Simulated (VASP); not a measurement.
## Li: relaxation of shape and atoms at fixed volume with PBE

Li:

```
Li
1.0
    -1.95867    1.95867    1.05955
     1.95867   -1.95867    1.05955
     1.95867    1.95867   -1.05955
Li
2
Cartesian
  0.0000 -0.9793 -0.2649
  0.0000 0.9793 0.2649
```

* Program: VASP 6.6.1
* Task: relaxation of shape and atoms at fixed volume
* Functional: PBE
* Potentials or basis: VASP PAW PBE potentials, release 64 (Li_sv)
* Cutoff: 600 eV
* k mesh: 15 × 15 × 15
* Occupations: fermi-dirac, width 0.08 eV
* Spin: no spin polarisation
* Dipole correction: no
* Further INCAR settings: ALGO = Normal; EDIFF = 1e-06; IBRION = 2; EDIFFG = -0.005; NSW = 50; ISIF = 4

- Energy gained by relaxing: 7.9 meV/atom
- Ionic steps: 5
- Pressure after relaxing: 52.9 GPa
- Band gap on the k mesh: zero (band 3 reaches 6.36 eV, above the bottom of band 4 at 3.13 eV)

Stress tensor (GPa, compression positive):
```
52.88  0.00  0.00
 0.00 52.88  0.00
 0.00  0.00 52.99
```

The path:
```tsv
step	energy change (eV)	largest force (eV/Å)	pressure (GPa)	volume (Å³)
1	0.0000	0.0000	53.83	16.26
2	-0.0025	0.0000	53.71	16.26
3	-0.0093	0.0000	53.44	16.26
4	-0.0157	0.0000	52.87	16.26
5	-0.0157	0.0000	52.92	16.26
```

Final structure:
```xyz
2
Lattice="-1.9005 1.9005 1.1254 1.9005 -1.9005 1.1254 1.9005 1.9005 -1.1254" Properties=species:S:1:pos:R:3 pbc="T T T"
Li    1.9005    0.9502    0.8441
Li    0.0000    0.9502    0.2814
```

Levels at points of the mesh, in eV from the Fermi level:
```
           k point  band 1  band 2  band 3  band 4  band 5  band 6
(0.00, 0.00, 0.00)  -46.00  -45.18   -3.70    7.67    7.67   11.25
```

Run time: 2.4 min on 1 thread of Oxide Virtual Turin-like Processor, with other jobs on the host, peak memory 0.12 GiB.

Caveat: the cutoff is under 1.25 times the usual one of these potentials, so pressure, stress and relaxed cells hold a basis-set (Pulay) error.
